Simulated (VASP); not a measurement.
# ZnAg (Pm-3m) in VASP: single point with LDA

Aim: the single point of ZnAg with LDA.

Program: VASP 6.6.1. These are calculated values, not measurements. Logs are shortened: lines on timing, memory, paths and dates and some standing lists are left out, and cuts for length are marked.

**1. The cell of the first run**

The structure is cubic, space group Pm-3m (No. 221). The conventional cell has a = 3.156 Å, b = 3.156 Å, c = 3.156 Å, α = 90.00°, β = 90.00°, γ = 90.00°. Zn (site symmetry m-3m) has 8 Ag at 2.73 Å and 6 Zn at 3.16 Å within 3.6 Å. Ag (site symmetry m-3m) has 8 Zn at 2.73 Å and 6 Ag at 3.16 Å within 3.6 Å.

**2. Single point, LDA**

Contents of INCAR:

```
PREC     = Accurate       # precision mode
ENCUT    = 520            # plane-wave cutoff, eV
EDIFF    = 1E-6           # SCF threshold, eV
ISMEAR   = 0              # smearing method
SIGMA    = 0.15           # smearing width, eV
LREAL    = F              # projectors in reciprocal space
LASPH    = T              # aspherical terms in the spheres
NELM     = 100            # most SCF steps
ALGO     = Normal         # electronic algorithm
ISIF     = 2              # what is computed and relaxed
LWAVE    = F              # write WAVECAR
LCHARG   = F              # write CHGCAR
NBANDS   = 18             # bands
```

Contents of KPOINTS:

```
regular mesh
0
Gamma
  16 16 16
```

Contents of POSCAR:

```
ZnAg
1.0
    3.1560000000      0.0000000000      0.0000000000
    0.0000000000      3.1560000000      0.0000000000
    0.0000000000      0.0000000000      3.1560000000
Zn Ag
1 1
Direct
    0.5000000000      0.5000000000      0.5000000000
    0.0000000000      0.0000000000      0.0000000000
```

Potentials or basis: VASP PAW LDA potentials, release 64 (Zn, Ag).

Started as:

```
> cat potpaw_LDA.64/Zn/POTCAR potpaw_LDA.64/Ag/POTCAR > POTCAR
> mpirun -np 1 vasp_std > vasp.out
```

OUTCAR:

```text
PREC = Accurate
   ENCUT = 520
   EDIFF = 1E-6
   ISMEAR = 0
   LREAL = F
   LASPH = T
   NELM = 100
   ISIF = 2

 ion  position               nearest neighbor table
   1  0.500  0.500  0.500-   2 2.73   2 2.73   2 2.73   2 2.73   2 2.73   2 2.73   2 2.73   2 2.73

   2  0.000  0.000  0.000-   1 2.73   1 2.73   1 2.73   1 2.73   1 2.73   1 2.73   1 2.73   1 2.73

  LATTYP: Found a simple cubic cell.
 ALAT       =     3.1560000000

  Lattice vectors:

 A1 = (   3.1560000000,   0.0000000000,   0.0000000000)
 A2 = (   0.0000000000,   3.1560000000,   0.0000000000)
 A3 = (   0.0000000000,   0.0000000000,   3.1560000000)

Analysis of symmetry for initial positions (statically):
=====================================================================
 Subroutine PRICEL returns:
 Original cell was already a primitive cell.

 Routine SETGRP: Setting up the symmetry group for a
 simple cubic supercell.

 Subroutine GETGRP returns: Found 48 space group operations
 (whereof 48 operations were pure point group operations)
 out of a pool of 48 trial point group operations.

The static configuration has the point symmetry O_h .

Analysis of symmetry for dynamics (positions and initial velocities):
=====================================================================
 Subroutine PRICEL returns:
 Original cell was already a primitive cell.

 Routine SETGRP: Setting up the symmetry group for a
 simple cubic supercell.

 Subroutine GETGRP returns: Found 48 space group operations
 (whereof 48 operations were pure point group operations)
 out of a pool of 48 trial point group operations.

The dynamic configuration has the point symmetry O_h .

 Subroutine INISYM returns: Found 48 space group operations
 (whereof 48 operations are pure point group operations),
 and found     1 'primitive' translations

----------------------------------------------------------------------------------------

                                     Primitive cell

  volume of cell :      31.4348

  direct lattice vectors                    reciprocal lattice vectors
     3.156000000  0.000000000  0.000000000     0.316856781  0.000000000  0.000000000
     0.000000000  3.156000000  0.000000000     0.000000000  0.316856781  0.000000000
     0.000000000  0.000000000  3.156000000     0.000000000  0.000000000  0.316856781

  length of vectors
[... 72 lines left out ...]
 SYSTEM =  unknown system
   PREC   = accura    normal or accurate (medium, high low for compatibility)
   ISTART =      0    job   : 0-new  1-cont  2-samecut
   ICHARG =      2    charge: 1-file 2-atom 10-const
   ISPIN  =      1    spin polarized calculation?
   LNONCOLLINEAR =      F non collinear calculations
   LSORBIT =      F    spin-orbit coupling
   LASPH  =      T    aspherical Exc in radial PAW
   ENCUT  =  520.0 eV  38.22 Ry    6.18 a.u.   5.87  5.87  5.87*2*pi/ulx,y,z
   NELM   =    100;   NELMIN=  2; NELMDL= -5     # of ELM steps
   EDIFF  = 0.1E-05   stopping-criterion for ELM
   LREAL  =      F    real-space projection
   EDIFFG = 0.1E-04   stopping-criterion for IOM
   NSW    =      0    number of steps for IOM
   IBRION =     -1    ionic relax: 0-MD 1-quasi-New 2-CG
   NFREE  =      0    steps in history (QN), initial steepest desc. (CG)
   ISIF   =      2    stress and relaxation
   ISYM   =      2    0-nonsym 1-usesym 2-fastsym
   POTIM  = 0.5000    time-step for ionic-motion
   TEBEG  =    0.0;   TEEND  =   0.0 temperature during run
   PSTRESS=    0.0 pullay stress
   NELECT =      23.0000    total number of electrons
   NUPDOWN=      -1.0000    fix difference up-down
   EMIN   =  10.00;   EMAX   =-10.00  energy-range for DOS
   EFERMI =   0.00;   METHOD = LEGACY
   ISMEAR =     0;   SIGMA  =   0.15  broadening in eV -4-tet -1-fermi 0-gaus
   EFERMI_NEDOS =   21; number of points for ismear=-14 and -15
   IALGO  =     38    algorithm
   IMIX   =      4    mixing-type and parameters
     AMIX     =   0.40;   BMIX     =  1.00
     AMIX_MAG =   1.60;   BMIX_MAG =  1.00
  volume/ion in A,a.u.               =      15.72       106.07
  Fermi-wavevector in a.u.,A,eV,Ry     =   1.475187  2.787699 29.608687  2.176177
  Thomas-Fermi vector in A             =   2.589867
   LORBIT       =      0    0 simple, 1 ext, 2 COOP (PROOUT), +10 PAW based schemes
   GGA     = CA    functional components
   LHFCALC =     F    Hartree Fock is set to
   AEXX    =    0.0000 exact exchange contribution
   IVDW    =     0    specifies the selected vdW correction
   LEPSILON=     F    determine dielectric tensor
   LRPA    =     F    only Hartree local field effects (RPA)
 non-spin polarized calculation
 Gauss-broadening in eV      SIGMA  =   0.15
  energy-cutoff  :      520.00
  volume of cell :       31.43
 maximum number of plane-waves:       876
 NGX is ok and might be reduce to    24
   NGX = 11   NGY = 11   NGZ = 11

 number of electron      23.0000018 magnetization

 Free energy of the ion-electron system (eV)
  ---------------------------------------------------
  ext. energy  EPLUGINS =         0.00000000
  ---------------------------------------------------
  free energy    TOTEN  =        -5.73512104 eV

  energy without entropy =       -5.72818490  energy(sigma->0) =       -5.73165297

 E-fermi :   6.0925     XC(G=0): -12.4183

 val. band max:        6.0807468537   @ k =   0.5000   0.3750   0.3125
 cond. band min:       6.0933260763   @ k =   0.3750   0.3125   0.1250
 fundamental gap:      0.0125792226
 Fermi energy:         6.0924596123

 k-point     1 :       0.0000    0.0000    0.0000
  band No.  band energies     occupation
      1      -3.3671      2.00000
      2      -1.8556      2.00000
      3      -1.8556      2.00000
      4      -1.2828      2.00000
      5      -1.2828      2.00000
      6      -1.2828      2.00000
[... 481 lines left out ...]
      5      -1.2216      2.00000
      6      -0.0383      2.00000
[... 10 lines left out ...]
     17      17.8629      0.00000
     18      20.3932      0.00000

 [... further k-points ...]
[... 5 lines left out ...]
  --------------------------------------------------------------------------------------
  -------------------------------------------------------------------------------------
  Total       -1.5187560     -1.5187560     -1.5187560     -0.0000000     -0.0000000      0.0000000
  in kB      -77.4083112    -77.4083112    -77.4083112     -0.0000000     -0.0000000      0.0000000
  external PRESSURE =     -77.4083112 kB  Pullay stress =       0.0000000 kB

 VOLUME and BASIS-vectors are now :
 -----------------------------------------------------------------------------
  energy-cutoff  :      520.00
  volume of cell :       31.43
      direct lattice vectors                 reciprocal lattice vectors
     3.156000000  0.000000000  0.000000000     0.316856781  0.000000000  0.000000000
     0.000000000  3.156000000  0.000000000     0.000000000  0.316856781  0.000000000
     0.000000000  0.000000000  3.156000000     0.000000000  0.000000000  0.316856781

 POSITION                                       TOTAL-FORCE (eV/Angst)
 -----------------------------------------------------------------------------------
      1.57800      1.57800      1.57800         0.000000      0.000000      0.000000
      0.00000      0.00000      0.00000         0.000000      0.000000      0.000000
 -----------------------------------------------------------------------------------
    total drift:                                0.000000      0.000000     -0.000000

  FREE ENERGIE OF THE ION-ELECTRON SYSTEM (eV)
  ---------------------------------------------------
  free  energy   TOTEN  =        -5.7351210446 eV

  energy  without entropy=       -5.7281849037  energy(sigma->0) =       -5.73165297
```

OSZICAR:

```text
N       E                     dE             d eps       ncg     rms          rms(c)
DAV:   1     0.129680558695E+03    0.12968E+03   -0.11416E+04  6036   0.165E+03
DAV:   2    -0.126170455714E+01   -0.13094E+03   -0.12554E+03  6010   0.314E+02
DAV:   3    -0.622295808632E+01   -0.49613E+01   -0.49302E+01  6538   0.684E+01
DAV:   4    -0.626279402994E+01   -0.39836E-01   -0.39822E-01  6502   0.548E+00
DAV:   5    -0.626320394136E+01   -0.40991E-03   -0.40990E-03  6266   0.578E-01    0.652E+00
DAV:   6    -0.577095380963E+01    0.49225E+00   -0.17901E+00  6272   0.166E+01    0.430E+00
DAV:   7    -0.574716993001E+01    0.23784E-01   -0.29616E-02  7350   0.371E+00    0.240E+00
DAV:   8    -0.573518767404E+01    0.11982E-01   -0.83187E-03  6142   0.945E-01    0.133E-01
DAV:   9    -0.573512290131E+01    0.64773E-04   -0.21372E-04  8148   0.252E-01    0.510E-02
DAV:  10    -0.573512234601E+01    0.55530E-06   -0.36690E-05  7404   0.703E-02    0.119E-02
DAV:  11    -0.573512101619E+01    0.13298E-05   -0.64466E-06  6232   0.395E-02    0.304E-03
DAV:  12    -0.573512104461E+01   -0.28419E-07   -0.13158E-07  3158   0.109E-02
   1 F= -.57351210E+01 E0= -.57316530E+01  d E =-.693614E-02
```

Run time: 23 s. Hardware: 1 thread of Intel Xeon Platinum 8488C (Sapphire Rapids), shared host; peak memory 0.2 GiB.

Results:

| Item | Value |
| --- | --- |
| Free energy | -5.7351 eV |
| Pressure | -7.7 GPa |
| Band gap on the k mesh | zero (an odd number of electrons rules out a gap without spin polarisation) |

Caveat: the cell stands under tension.
